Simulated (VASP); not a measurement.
Set up this calculation in VASP 6.6.1, as the native input.

```yaml
Task: single point
Functional: PBEsol
Potentials_or_basis: VASP PAW PBE potentials, release 64 (Ca_sv, O)
Cutoff: 520 eV
k_mesh: 9 × 9 × 6
Occupations: gaussian, width 0.02 eV
Spin: no spin polarisation
Dipole_correction: no
Further_INCAR_settings: ALGO = Normal; EDIFF = 1e-06; NBANDS = 24
```

The structure of CaO lies in POSCAR:

```
CaO
1.0
    4.2980406110      0.0000000000      0.0000000000
   -2.1490203054      3.7222123556      0.0000000000
    0.0000000000      0.0000000000      4.7210580927
Ca O
2 2
Direct
    0.3333333300      0.6666666700      0.7500000000
    0.6666666700      0.3333333300      0.2500000000
    0.3333333300      0.6666666700      0.2500000000
    0.6666666700      0.3333333300      0.7500000000
```

This cell differs from its parent crystal: strained.

The input as run:

INCAR

```
ALGO     = Normal         # electronic algorithm
EDIFF    = 1E-6           # SCF threshold, eV
ENCUT    = 520            # plane-wave cutoff, eV
GGA      = PS             # functional
ISIF     = 2              # what is computed and relaxed
ISMEAR   = 0              # smearing method
LASPH    = True           # aspherical terms in the spheres
LCHARG   = False          # write CHGCAR
LREAL    = False          # projectors in reciprocal space
LWAVE    = False          # write WAVECAR
NBANDS   = 24             # bands
NELM     = 100            # most SCF steps
PREC     = Accurate       # precision mode
SIGMA    = 0.02           # smearing width, eV
```

KPOINTS

```
k-points
0
Gamma
  9 9 6
```

Potentials or basis: VASP PAW PBE potentials, release 64 (Ca_sv, O).

Command:

```console
$ cat potpaw_PBE.64/Ca_sv/POTCAR potpaw_PBE.64/O/POTCAR > POTCAR
$ mpirun -np 1 vasp_std > vasp.out
```

Results of the run:

- Pressure: -9.0 GPa
- Band gap on the k mesh: 2.39 eV, direct

Caveat: the cell differs from its parent crystal (strained); the PAW data sets were made with another functional, which shifts forces and pressure a little.

It took 80 s on 1 thread of AMD EPYC 7R13 Processor (Zen 3), with other jobs on the host, peak memory 0.2 GiB.
